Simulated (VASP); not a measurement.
Runs of VASP 6.6.1 on MnSb. The structure is that of space group Pm-3m (No. 221), or close to it. The cells are those of the table. 

```tsv
spin	cell	k mesh	gap on the mesh (eV)	pressure (GPa)	moment (μB)
collinear, ferromagnetic start	a = 3.364 Å, 2 atoms	12 × 12 × 12	none	-0.1	3.13
off	a = 3.364 Å, 2 atoms	12 × 12 × 12	none	-16.8	-
off	a = 3.472 Å, 2 atoms	12 × 12 × 12	none	(b)	-
off	a = 3.408 Å, 2 atoms	12 × 12 × 12	none	-18.5	-
off	a = 3.199 Å, 2 atoms	12 × 12 × 12	none	(a)	-
collinear	a = 3.364 Å, 2 atoms	12 × 12 × 12	none	0.0	3.13
off	a = 3.271 Å, 2 atoms	12 × 12 × 12	none	-11.4	-
off	a = 3.123 Å, 2 atoms	12 × 12 × 12	none	5.7	-
off	a = 3.554 Å, 2 atoms	12 × 12 × 12	none	-21.3	-
collinear, ferromagnetic start	a = 3.308 Å, 2 atoms	6 × 6 × 6	none	3.4	(c)
off	a = 3.318 Å, 2 atoms	12 × 12 × 12	none	-14.5	-
```

Alike in all rows: task single point; level PBE; potentials or basis VASP PAW PBE potentials, release 64 (Mn_pv, Sb); cutoff (eV) 520; smearing gaussian 0.1 eV.

**Question.** Estimate the missing entries.

**Answer.** (a) -4.6; (b) -20.2; (c) 3.00.

Caveats: spin-orbit coupling is left out, which moves the levels of the heavy elements; the cell stands under tension (at least some runs); a cell with one magnetic atom can't hold antiferromagnetic order, which such compounds often take (at least some runs); the cell stands under pressure (at least some runs).

A k mesh can miss the band edges, and the runs leave out spin-orbit coupling on Sb.

A gap of «none» marks levels without a gap at the run's occupations.
